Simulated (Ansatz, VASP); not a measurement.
# Two plane-wave programs on TaGe3

The input INCAR:

```
SYSTEM = TaGe3
  ALGO = Normal
  EDIFF = 1E-6
  EDIFFG = -0.01
  ENCUT = 600
  GGA = PE
  IBRION = 2
  ISIF = 3
  ISMEAR = 0
  LASPH = .TRUE.
  LCHARG = .FALSE.
  LREAL = .FALSE.
  LWAVE = .FALSE.
  NELM = 100
  NSW = 100
  PREC = Accurate
  SIGMA = 0.1
```

Contents of KPOINTS:

```
k-points
0
G
  12 12 12
  0 0 0
```

The input POSCAR:

```
TaGe3
1.0
    4.1112808255      0.0000000000      0.0000000000
    0.0000000000      4.1112808255      0.0000000000
    0.0000000000      0.0000000000      4.1112808255
Ta Ge
1 3
Direct
    0.0000000000      0.0000000000      0.0000000000
    0.5000000000      0.5000000000      0.0000000000
    0.0000000000      0.5000000000      0.5000000000
    0.5000000000      0.0000000000      0.5000000000
```

Input for Ansatz:

```yaml
crystal:
  lattice:
    - [4.1112808255, 0.0, 0.0]
    - [0.0, 4.1112808255, 0.0]
    - [0.0, 0.0, 4.1112808255]
  atoms:
    - { symbol: Ta, position: [0.0, 0.0, 0.0] }
    - { symbol: Ge, position: [0.5, 0.5, 0.0] }
    - { symbol: Ge, position: [0.0, 0.5, 0.5] }
    - { symbol: Ge, position: [0.5, 0.0, 0.5] }
basis:
  ecutwfc: 420
kpoints:
  mp_grid: { grid: [12, 12, 12] }
hamiltonian:
  xc: pbe
scf:
  occupations: { method: gaussian, width: 0.1 }
output:
  forces: true
  stress: true
  eigenvalues: true
  write_density: true
  write_potential: true
  elf: true
  volumetric_format: npy
relax:
  adjacent_minimum: "off"
  f_tol: 0.01
  max_steps: 80
  cell: { stress_tol: 0.05 }
```

Change from the starting cell: species swapped into the Al3Ga type (Pm-3m, No. 221).

Alike in both runs: task relaxation of cell and atoms; functional PBE; k mesh 12 × 12 × 12; occupations gaussian, width 0.1 eV; no spin polarisation.

|  | VASP | Ansatz |
| --- | --- | --- |
| version | VASP 6.6.1 | Ansatz 0.2.0 |
| potentials or method | VASP PAW PBE potentials, release 64 (Ta_pv, Ge_d), cutoff 600 eV | scalar-relativistic, plane waves, PAW |
| valence electrons in the cell | 53 | 55 |

|  | VASP | Ansatz | Ansatz less VASP |
| --- | --- | --- | --- |
| gap on the k mesh at the Fermi level, each at its own relaxed structure (eV) | none | none | - |
| relaxed volume (Å³/atom) | 17.57 | 17.54 | -0.022 |
| relaxed length of the cell vector where the two differ most in proportion (Å) | 4.126 | 4.125 | -0.0017 |

A gap of «none» marks a metal or a gap that the smearing closes. VASP's potentials hold 53 valence electrons a cell and Ansatz's 55, so a difference there can come from the potentials and not from the codes.

Spin-orbit coupling is off throughout.
